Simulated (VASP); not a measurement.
# LiF (I4/mmm) in VASP: notebook

The runs below take LiF through single point, with PBE.

Everything below comes from runs of VASP 6.6.1. Logs are shortened: lines on timing, memory, paths and dates and some standing lists are left out, and cuts for length are marked.

## 1. The cell of the first run

Symmetry: I4/mmm, No. 139, tetragonal system. Conventional cell: a = 2.891 Å, b = 2.891 Å, c = 4.028 Å, α = 90.00°, β = 90.00°, γ = 90.00°. Within 2.7 Å of Li (site symmetry 4/mmm) lie 6 F at 2.01 to 2.04 Å. F (site symmetry 4/mmm) has 6 Li at 2.01 to 2.04 Å within 2.7 Å.

## 2. Single point, PBE (strain +0.0150 x Voigt [1, 1, 0, 0, 0, 0])

INCAR

```
PREC = Accurate
ENCUT = 520
EDIFF = 1E-6
ISMEAR = 0
SIGMA = 0.05
LREAL = False
LASPH = True
NELM = 80
ALGO = Normal
ISIF = 2
LWAVE = False
LCHARG = True
GGA = PE
LELF = True
LVHAR = True
NBANDS = 12
```

KPOINTS

```
Automatic mesh
0
Gamma
  10 10 10
```

POSCAR

```
LiF
1.0
    0.0000000000      2.0442100000      2.0140000000
    2.0442100000      0.0000000000      2.0140000000
    2.0442100000      2.0442100000      0.0000000000
Li F
1 1
Direct
    0.0000000000      0.0000000000      0.0000000000
    0.5000000000      0.5000000000      0.5000000000
```

Potentials or basis: VASP PAW PBE potentials, release 64 (Li_sv, F).

Run with:

```sh
$ cat potpaw_PBE.64/Li_sv/POTCAR potpaw_PBE.64/F/POTCAR > POTCAR
$ mpirun -np 1 vasp_std > vasp.out
```

OUTCAR:

```text
PREC = Accurate
   ENCUT = 520
   EDIFF = 1E-6
   ISMEAR = 0
   LREAL = False
   LASPH = True
   NELM = 80
   ISIF = 2
   GGA = PE

 ion  position               nearest neighbor table
   1  0.000  0.000  0.000-   2 2.01   2 2.01   2 2.04   2 2.04   2 2.04   2 2.04
   2  0.500  0.500  0.500-   1 2.01   1 2.01   1 2.04   1 2.04   1 2.04   1 2.04

  LATTYP: Found a body centered tetragonal cell.
 ALAT       =     2.8909495063
 C/A-ratio  =     1.3933138546

  Lattice vectors:

 A1 = (   0.0000000000,  -2.0442100000,  -2.0140000000)
 A2 = (   0.0000000000,   2.0442100000,  -2.0140000000)
 A3 = (   2.0442100000,   0.0000000000,   2.0140000000)

Analysis of symmetry for initial positions (statically):
=====================================================================
 Subroutine PRICEL returns:
 Original cell was already a primitive cell.

 Routine SETGRP: Setting up the symmetry group for a
 body centered tetragonal supercell.

 Subroutine GETGRP returns: Found 16 space group operations
 (whereof 16 operations were pure point group operations)
 out of a pool of 16 trial point group operations.

The static configuration has the point symmetry D_4h.

Analysis of symmetry for dynamics (positions and initial velocities):
=====================================================================
 Subroutine PRICEL returns:
 Original cell was already a primitive cell.

 Routine SETGRP: Setting up the symmetry group for a
 body centered tetragonal supercell.

 Subroutine GETGRP returns: Found 16 space group operations
 (whereof 16 operations were pure point group operations)
 out of a pool of 16 trial point group operations.

The dynamic configuration has the point symmetry D_4h.

 Subroutine INISYM returns: Found 16 space group operations
 (whereof 16 operations are pure point group operations),
 and found     1 'primitive' translations

----------------------------------------------------------------------------------------

                                     Primitive cell

  volume of cell :      16.8322

  direct lattice vectors                    reciprocal lattice vectors
     0.000000000  2.044210000  2.014000000    -0.244593266  0.244593266  0.248262165
     2.044210000  0.000000000  2.014000000     0.244593266 -0.244593266  0.248262165
     2.044210000  2.044210000  0.000000000     0.244593266  0.244593266 -0.248262165

  length of vectors
     2.869667319  2.869667319  2.890949506     0.425776742  0.425776742  0.425776742

  position of ions in fractional coordinates (direct lattice)
     0.000000000  0.000000000  0.000000000
     0.500000000  0.500000000  0.500000000

  ion indices of the primitive-cell ions
   primitive index   ion index
                 1           1
                 2           2

----------------------------------------------------------------------------------------

 KPOINTS: Automatic mesh

Automatic generation of k-mesh.
 Grid dimensions read from file:
 generate k-points for:   10   10   10

 Generating k-lattice:

  Cartesian coordinates                     Fractional coordinates (reciprocal lattice)
    -0.024459327  0.024459327  0.024826216     0.100000000  0.000000000  0.000000000
     0.024459327 -0.024459327  0.024826216     0.000000000  0.100000000  0.000000000
     0.024459327  0.024459327 -0.024826216    -0.000000000 -0.000000000  0.100000000

  Length of vectors
     0.042577674  0.042577674  0.042577674

  Shift w.r.t. Gamma in fractional coordinates (k-lattice)
     0.000000000  0.000000000  0.000000000

 Subroutine IBZKPT returns following result:
 ===========================================

 Found    102 irreducible k-points:

 Following reciprocal coordinates:
            Coordinates               Weight
  0.000000  0.000000  0.000000      1.000000
  0.100000 -0.000000  0.000000      8.000000
  0.200000 -0.000000  0.000000      8.000000
  0.300000  0.000000  0.000000      8.000000
  0.400000  0.000000  0.000000      8.000000
  0.500000  0.000000  0.000000      4.000000
[... 16 lines left out ...]
  0.300000  0.300000  0.000000      2.000000
  0.400000  0.300000  0.000000      8.000000
 [... further k-points ...]
   k-points           NKPTS =    102   k-points in BZ     NKDIM =    102   number of bands    NBANDS=     12
   number of dos      NEDOS =    301   number of ions     NIONS =      2
   total plane-waves  NPLWV =  13824
   dimension x,y,z NGX =    24 NGY =   24 NGZ =   24
   dimension x,y,z NGXF=    48 NGYF=   48 NGZF=   48
   ions per type =               1   1
   NGX,Y,Z   is equivalent  to a cutoff of  13.90, 13.90, 13.80 a.u.
   NGXF,Y,Z  is equivalent  to a cutoff of  27.81, 27.81, 27.60 a.u.
 SYSTEM =  unknown system
   PREC   = accura    normal or accurate (medium, high low for compatibility)
   ISTART =      0    job   : 0-new  1-cont  2-samecut
   ICHARG =      2    charge: 1-file 2-atom 10-const
   ISPIN  =      1    spin polarized calculation?
   LNONCOLLINEAR =      F non collinear calculations
   LSORBIT =      F    spin-orbit coupling
   LASPH  =      T    aspherical Exc in radial PAW
   ENCUT  =  520.0 eV  38.22 Ry    6.18 a.u.   5.34  5.34  5.38*2*pi/ulx,y,z
   NELM   =     80;   NELMIN=  2; NELMDL= -5     # of ELM steps
   EDIFF  = 0.1E-05   stopping-criterion for ELM
   LREAL  =      F    real-space projection
   EDIFFG = 0.1E-04   stopping-criterion for IOM
   NSW    =      0    number of steps for IOM
   IBRION =     -1    ionic relax: 0-MD 1-quasi-New 2-CG
   NFREE  =      0    steps in history (QN), initial steepest desc. (CG)
   ISIF   =      2    stress and relaxation
   ISYM   =      2    0-nonsym 1-usesym 2-fastsym
   POTIM  = 0.5000    time-step for ionic-motion
   TEBEG  =    0.0;   TEEND  =   0.0 temperature during run
   PSTRESS=    0.0 pullay stress
   NELECT =      10.0000    total number of electrons
   NUPDOWN=      -1.0000    fix difference up-down
   EMIN   =  10.00;   EMAX   =-10.00  energy-range for DOS
   EFERMI =   0.00;   METHOD = LEGACY
   ISMEAR =     0;   SIGMA  =   0.05  broadening in eV -4-tet -1-fermi 0-gaus
   EFERMI_NEDOS =   21; number of points for ismear=-14 and -15
   IALGO  =     38    algorithm
   IMIX   =      4    mixing-type and parameters
     AMIX     =   0.40;   BMIX     =  1.00
     AMIX_MAG =   1.60;   BMIX_MAG =  1.00
  volume/ion in A,a.u.               =       8.42        56.79
  Fermi-wavevector in a.u.,A,eV,Ry     =   1.376242  2.600719 25.769990  1.894041
  Thomas-Fermi vector in A             =   2.501504
   LORBIT       =      0    0 simple, 1 ext, 2 COOP (PROOUT), +10 PAW based schemes
   GGA     = PE    functional components
   LHFCALC =     F    Hartree Fock is set to
   AEXX    =    0.0000 exact exchange contribution
   IVDW    =     0    specifies the selected vdW correction
   LEPSILON=     F    determine dielectric tensor
   LRPA    =     F    only Hartree local field effects (RPA)
 non-spin polarized calculation
 Gauss-broadening in eV      SIGMA  =   0.05
  energy-cutoff  :      520.00
  volume of cell :       16.83
 maximum number of plane-waves:       468
 NGX is ok and might be reduce to    24
   NGX = 11   NGY = 11   NGZ = 11

 number of electron      10.0000000 magnetization

 number of electron       9.9999993 magnetization

 Free energy of the ion-electron system (eV)
  ---------------------------------------------------
  ext. energy  EPLUGINS =         0.00000000
  ---------------------------------------------------
  free energy    TOTEN  =        -9.64036009 eV

  energy without entropy =       -9.64036009  energy(sigma->0) =       -9.64036009

 E-fermi :  -0.7812     XC(G=0):  -9.8379

 val. band max:       -1.1837217810   @ k =   0.0000   0.0000   0.0000
 cond. band min:       7.6316013167   @ k =   0.0000   0.0000   0.0000
 fundamental gap:      8.8153230977
 Fermi energy:        -0.7811715082

 k-point     1 :       0.0000    0.0000    0.0000
  band No.  band energies     occupation
      1     -42.1841      2.00000
      2     -21.0892      2.00000
      3      -1.2198      2.00000
      4      -1.1837      2.00000
      5      -1.1837      2.00000
      6       7.6316      0.00000
      7      22.2695      0.00000
      8      22.2695      0.00000
      9      22.6063      0.00000
     10      22.7970      0.00000
     11      22.7970      0.00000
     12      22.9207      0.00000

 k-point     2 :       0.1000   -0.0000    0.0000
  band No.  band energies     occupation
      1     -42.1792      2.00000
      2     -21.0521      2.00000
      3      -1.4757      2.00000
      4      -1.2260      2.00000
      5      -1.2082      2.00000
      6       7.9257      0.00000
      7      19.7978      0.00000
      8      21.0668      0.00000
      9      21.3033      0.00000
     10      23.8028      0.00000
     11      23.8051      0.00000
     12      23.9263      0.00000

 k-point     3 :       0.2000   -0.0000    0.0000
  band No.  band energies     occupation
      1     -42.1664      2.00000
      2     -20.9534      2.00000
      3      -2.1414      2.00000
      4      -1.2764      2.00000
      5      -1.2711      2.00000
      6       8.5844      0.00000
      7      17.3581      0.00000
      8      19.5972      0.00000
      9      19.8626      0.00000
     10      24.7688      0.00000
     11      25.1439      0.00000
     12      25.2120      0.00000

 k-point     4 :       0.3000    0.0000    0.0000
  band No.  band energies     occupation
      1     -42.1505      2.00000
      2     -20.8262      2.00000
      3      -2.8768      2.00000
      4      -1.3463      2.00000
      5      -1.3357      2.00000
      6       9.1666      0.00000
      7      15.8614      0.00000
      8      18.3815      0.00000
      9      18.6516      0.00000
     10      26.0835      0.00000
     11      26.7745      0.00000
     12      26.8596      0.00000

 k-point     5 :       0.4000    0.0000    0.0000
  band No.  band energies     occupation
      1     -42.1376      2.00000
      2     -20.7194      2.00000
      3      -3.4233      2.00000
      4      -1.4053      2.00000
      5      -1.3819      2.00000
      6       9.3987      0.00000
      7      15.2858      0.00000
      8      17.6000      0.00000
      9      17.8666      0.00000
     10      27.6138      0.00000
     11      28.4102      0.00000
     12      28.5806      0.00000
[... 228 lines left out ...]
      1     -42.1337      2.00000
      2     -20.6546      2.00000
      3      -3.1158      2.00000
      4      -2.3062      2.00000
      5      -1.4437      2.00000
      6      10.5005      0.00000
      7      14.6158      0.00000
      8      17.8486      0.00000
      9      17.9093      0.00000
     10      27.2273      0.00000
     11      27.4301      0.00000
     12      27.7329      0.00000

 k-point    22 :      -0.2000    0.2000    0.0000
  band No.  band energies     occupation
      1     -42.1457      2.00000
      2     -20.7691      2.00000
      3      -2.7242      2.00000
      4      -2.0462      2.00000
      5      -1.3091      2.00000
      6       9.8219      0.00000
      7      15.4153      0.00000
      8      18.3009      0.00000
      9      18.4135      0.00000
     10      25.6524      0.00000
     11      26.0880      0.00000
     12      28.4733      0.00000

 k-point    23 :       0.3000    0.3000    0.0000
  band No.  band energies     occupation
      1     -42.1394      2.00000
      2     -20.6904      2.00000
      3      -3.0150      2.00000
      4      -1.8426      2.00000
      5      -1.8426      2.00000
      6      10.8537      0.00000
      7      16.4656      0.00000
      8      17.6377      0.00000
      9      18.7382      0.00000
     10      18.7383      0.00000
     11      32.6769      0.00000
     12      32.7489      0.00000

 k-point    24 :       0.4000    0.3000    0.0000
  band No.  band energies     occupation
      1     -42.1298      2.00000
      2     -20.5859      2.00000
      3      -3.4140      2.00000
      4      -2.0438      2.00000
      5      -1.9423      2.00000
      6      11.6985      0.00000
      7      15.3063      0.00000
      8      17.1061      0.00000
      9      18.4952      0.00000
     10      19.5558      0.00000
     11      32.1639      0.00000
     12      33.0540      0.00000

 [... further k-points ...]
[... 5 lines left out ...]
  --------------------------------------------------------------------------------------
  -------------------------------------------------------------------------------------
  Total       -0.0812905     -0.0812905      0.0229705      0.0000000     -0.0000000      0.0000000
  in kB       -7.7376624     -7.7376624      2.1864558      0.0000000     -0.0000000      0.0000000
  external PRESSURE =      -4.4296230 kB  Pullay stress =       0.0000000 kB

 VOLUME and BASIS-vectors are now :
 -----------------------------------------------------------------------------
  energy-cutoff  :      520.00
  volume of cell :       16.83
      direct lattice vectors                 reciprocal lattice vectors
     0.000000000  2.044210000  2.014000000    -0.244593266  0.244593266  0.248262165
     2.044210000  0.000000000  2.014000000     0.244593266 -0.244593266  0.248262165
     2.044210000  2.044210000  0.000000000     0.244593266  0.244593266 -0.248262165

 POSITION                                       TOTAL-FORCE (eV/Angst)
 -----------------------------------------------------------------------------------
      0.00000      0.00000      0.00000         0.000000     -0.000000     -0.000000
      2.04421      2.04421      2.01400        -0.000000      0.000000      0.000000
 -----------------------------------------------------------------------------------
    total drift:                               -0.000000     -0.000000      0.000000

  FREE ENERGIE OF THE ION-ELECTRON SYSTEM (eV)
  ---------------------------------------------------
  free  energy   TOTEN  =        -9.6403600874 eV

  energy  without entropy=       -9.6403600874  energy(sigma->0) =       -9.64036009
```

It took 7.3 s on 1 thread of Intel Xeon 6975P-C (Granite Rapids), shared host; peak memory 0.14 GiB.

What came out:

| Item | Value |
| --- | --- |
| Free energy | -9.6404 eV |
| Band gap on the k mesh | 8.82 eV, direct |

Caveat: the cell differs from its parent crystal (strain +0.0150 x Voigt [1, 1, 0, 0, 0, 0]); the cutoff is under 1.25 times the usual one of these potentials, so pressure, stress and relaxed cells hold a basis-set (Pulay) error.

(Continued in part 2 of 2.)
